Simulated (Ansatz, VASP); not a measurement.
**Two plane-wave programs on LiCl**

The input INCAR:

```
PREC = Accurate ; ENCUT = 520
EDIFF = 1E-6 ; ISMEAR = 0
SIGMA = 0.05 ; LREAL = F
LASPH = T ; NELM = 100
ALGO = Normal ; ISIF = 2
LWAVE = F ; LCHARG = F
GGA = PE ; NBANDS = 12
```

The input KPOINTS:

```
Automatic mesh
0
Gamma
  8 8 8
```

POSCAR

```
LiCl
1.0
    0.3218042087      2.7353357742      2.7353357742
    2.7353357742      0.3218042087      2.7353357742
    2.7353357742      2.7353357742      0.3218042087
Li Cl
1 1
Direct
    0.0000000000      0.0000000000      0.0000000000
    0.5000000000      0.5000000000      0.5000000000
```

Input for Ansatz:

```yaml
crystal:
  lattice:
    - [0.3218042087, 2.7353357742, 2.7353357742]
    - [2.7353357742, 0.3218042087, 2.7353357742]
    - [2.7353357742, 2.7353357742, 0.3218042087]
  atoms:
    - { symbol: Li, position: [0.0, 0.0, 0.0] }
    - { symbol: Cl, position: [0.5, 0.5, 0.5] }
basis:
  ecutwfc: 420
kpoints:
  mp_grid: { grid: [8, 8, 8] }
hamiltonian:
  xc: pbe
scf:
  occupations: { method: gaussian, width: 0.05 }
output:
  forces: true
  stress: true
  eigenvalues: true
```

Alike in both runs: task single point; functional PBE; k mesh 8 × 8 × 8; occupations gaussian, width 0.05 eV; no spin polarisation.

|  | VASP | Ansatz |
| --- | --- | --- |
| version | VASP 6.6.1 | Ansatz 0.2.0 |
| potentials or method | VASP PAW PBE potentials, release 64 (Li_sv, Cl), cutoff 520 eV | scalar-relativistic, plane waves, PAW |
| valence electrons in the cell | 10 | 10 |

Ansatz gave:

- gap on the k mesh at the Fermi level (eV): 5.46
- least direct gap on the mesh (eV): 5.46

Task: Which values does VASP return?

Result: gap on the k mesh at the Fermi level (eV): 5.48; least direct gap on the mesh (eV): 5.48.

The functional is the same, so the differences come from potentials, cutoffs and numerics.

Noted on VASP's run: the cutoff is short for stress, so the pressure is rough.
